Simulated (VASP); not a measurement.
CdS (strained wurtzite): one PBE single-point calculation in two programs

```
CELL_PARAMETERS angstrom
4.16460 0.00000 0.00000
-2.08230 3.60665 0.00000
0.00000 0.00000 6.96899
ATOMIC_POSITIONS crystal
Cd 0.33333 0.66667 0.00209
Cd 0.66667 0.33333 0.50209
S 0.33333 0.66667 0.37291
S 0.66667 0.33333 0.87291
```

Each program uses its own PAW datasets. VASP's cell holds 36 valence electrons and Ansatz's 52. Ansatz's stress includes a Pulay correction; VASP's doesn't.

Cutoffs: 520 eV in VASP, 420 eV in Ansatz. k meshes: 12×12×4 and 12×12×4.

```json
{"": "gap between bands v and c", "VASP": "1.05 eV", "Ansatz": "1.05 eV"}
{"": "least direct gap", "VASP": "1.05 eV", "Ansatz": "1.05 eV"}
{"": "pressure", "VASP": "0.0 GPa", "Ansatz": "-0.3 GPa"}
```

Band v is the last that the valence electrons fill when counted band by band, and c is the next. Levels in eV from the top of v, Ansatz:

```tsv
point	v−1	v	c	c+1
Γ	0.00	0.00	1.05	2.88
M	-1.25	-0.68	3.53	3.96
K	-1.74	-1.53	4.59	4.86
A	-0.34	-0.34	2.76	2.76
L	-1.20	-1.20	3.35	3.35
H	-1.13	-1.13	4.15	4.15
```

VASP:

```json
{"point": "Γ", "v−1": "0.00", "v": "0.00", "c": "1.05", "c+1": "2.88"}
{"point": "M", "v−1": "-1.25", "v": "-0.68", "c": "3.54", "c+1": "3.96"}
{"point": "K", "v−1": "-1.75", "v": "-1.53", "c": "4.59", "c+1": "4.87"}
{"point": "A", "v−1": "-0.34", "v": "-0.34", "c": "2.77", "c+1": "2.77"}
{"point": "L", "v−1": "-1.20", "v": "-1.20", "c": "3.35", "c+1": "3.35"}
{"point": "H", "v−1": "-1.13", "v": "-1.13", "c": "4.14", "c+1": "4.14"}
```

VASP's potentials hold 36 valence electrons a cell and Ansatz's 52, so a difference between the two programs can come from the potentials and not from the codes.
